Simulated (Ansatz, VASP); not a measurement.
**One calculation of Li2O, two programs**

```
Li O
1.0
     0.00000    2.31311    2.31311
     2.31311    0.00000    2.31311
     2.31311    2.31311    0.00000
Li O
2 1
Direct
  0.75000 0.75000 0.75000
  0.25000 0.25000 0.25000
  0.00000 0.00000 0.00000
```

Change from the starting cell: species swapped into the CrBr2 type (C2/m, No. 12).

Alike in both runs: functional PBE; k mesh 8 × 8 × 8; occupations gaussian, width 0.02 eV; no spin polarisation.

Ansatz relaxed the structure, and its values are those at the end. VASP's run is a single point on that final structure, the one shown.

|  | VASP | Ansatz |
| --- | --- | --- |
| version | VASP 6.6.1 | Ansatz 0.2.0 |
| potentials or method | VASP PAW PBE potentials, release 64 (Li_sv, O), cutoff 750 eV | scalar-relativistic, plane waves, PAW |
| valence electrons in the cell | 12 | 12 |

```csv
,VASP,Ansatz,Ansatz less VASP
gap on the k mesh at the Fermi level (eV),4.97,4.98,+0.013
least direct gap on the mesh (eV),5.23,5.23,0.000
pressure (GPa),-0.3,0.0,+0.34
```
